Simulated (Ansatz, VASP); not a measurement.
## ZnCd2Se3 in VASP and in Ansatz

```
CELL_PARAMETERS angstrom
4.26192 0.00000 0.00000
-2.13096 3.69093 0.00000
0.00000 0.00000 21.08848
ATOMIC_POSITIONS crystal
Zn 0.00000 0.00000 0.50479
Zn 0.00000 0.00000 0.83122
Cd 0.66667 0.33333 0.99570
Cd 0.66667 0.33333 0.34305
Cd 0.66667 0.33333 0.66946
Cd 0.00000 0.00000 0.16928
Se 0.66667 0.33333 0.12233
Se 0.66667 0.33333 0.47012
Se 0.66667 0.33333 0.79654
Se 0.00000 0.00000 0.29590
Se 0.00000 0.00000 0.62258
Se 0.00000 0.00000 0.94902
```

Alike in both runs: functional PBE; k mesh 12 × 12 × 2; occupations gaussian, width 0.02 eV; no spin polarisation.

Ansatz relaxed the structure, and its values are those at the end. VASP's run is a single point on that final structure, the one shown.

```csv
,VASP,Ansatz
version,VASP 6.6.1,Ansatz 0.2.0
potentials or method,"VASP PAW PBE potentials, release 64 (Zn, Cd, Se), cutoff 520 eV","scalar-relativistic, plane waves, PAW"
valence electrons in the cell,108,200
```

```csv
,VASP,Ansatz,Ansatz less VASP
gap on the k mesh at the Fermi level (eV),0.57,0.57,+0.003
least direct gap on the mesh (eV),0.57,0.57,+0.003
pressure (GPa),0.2,0.0,-0.25
rms of the force components (eV/Å),0.005,0.001,-0.0036
```

VASP's potentials hold 108 valence electrons a cell and Ansatz's 200, so a difference there can come from the potentials and not from the codes.
